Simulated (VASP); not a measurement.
Input of a VASP 6.6.1 run:

Contents of INCAR:

```
PREC     = Accurate       # precision mode
ENCUT    = 520            # plane-wave cutoff, eV
EDIFF    = 1E-7           # SCF threshold, eV
ISMEAR   = -1             # smearing method
SIGMA    = 0.05           # smearing width, eV
LREAL    = False          # projectors in reciprocal space
LASPH    = True           # aspherical terms in the spheres
NELM     = 60             # most SCF steps
ALGO     = Normal         # electronic algorithm
ISIF     = 2              # what is computed and relaxed
LWAVE    = False          # write WAVECAR
LCHARG   = False          # write CHGCAR
GGA      = PE             # functional
NBANDS   = 26             # bands
```

KPOINTS

```
regular mesh
0
Gamma
  9 9 5
```

Contents of POSCAR:

```
ZnO
1.0
    3.3130361008      0.0000000000      0.0000000000
   -1.6565180504      2.8691734269      0.0000000000
    0.0000000000      0.0000000000      5.3078076462
Zn O
2 2
Direct
    0.6666666667      0.3333333333      0.0000000000
    0.3333333333      0.6666666667      0.5000000000
    0.3333333333      0.6666666667      0.8790100000
    0.6666666667      0.3333333333      0.3790100000
```

Potentials or basis: VASP PAW PBE potentials, release 64 (Zn, O).

Launch:

```sh
$ cat potpaw_PBE.64/Zn/POTCAR potpaw_PBE.64/O/POTCAR > POTCAR
$ mpirun -np 1 vasp_std > vasp.out
```

(1) Estimate the pressure.

(2) What does it give for the band gap on the k mesh?

## Answers

(1) -2.0 GPa.

(2) 0.70 eV, direct.
